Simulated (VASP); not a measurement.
# Pr: single point with LDA

Crystal: Pr.

```
CELL_PARAMETERS angstrom
2.64331 0.00000 0.00000
0.00000 2.64331 0.00000
0.00000 0.00000 2.64331
ATOMIC_POSITIONS crystal
Pr 0.00000 0.00000 0.00000
```

- Program: VASP 6.6.1
- Task: single point
- Functional: LDA
- Potentials or basis: VASP PAW PBE potentials, release 64 (Pr)
- Cutoff: 520 eV
- k mesh: 12 × 12 × 12
- Occupations: fermi-dirac, width 0.136057 eV
- Spin: no spin polarisation

```json
{
  "Pressure": "0.9 GPa"
}
```

Levels at points of the mesh, in eV from the Fermi level:
```tsv
k point	band 3	band 4	band 5	band 6	band 7	band 8	band 9	band 10	band 11	band 12
(0.00, 0.00, 0.00)	-14.89	-14.89	-2.21	-2.21	-1.35	0.62	0.62	0.62	1.43	1.43
(0.50, 0.00, 0.00)	-13.96	-13.96	-0.62	-0.49	-0.37	1.04	1.04	1.25	1.71	1.99
(0.50, 0.50, 0.00)	-20.36	-13.09	-5.34	-0.19	-0.19	0.79	1.32	1.32	1.80	2.09
(0.50, 0.50, 0.50)	-19.25	-19.25	-2.82	-2.82	-2.82	-0.81	1.10	1.10	1.10	1.62
```

Wall time 39 s on 1 thread of AMD EPYC 7R13 (shared host), peak memory 0.11 GiB.

Caveat: the PAW data sets were made with another functional, which shifts forces and pressure a little; spin-orbit coupling is left out, which moves the levels of the heavy elements. Spin polarisation is off, so any magnetic state and its effect on volume and gap are missing.
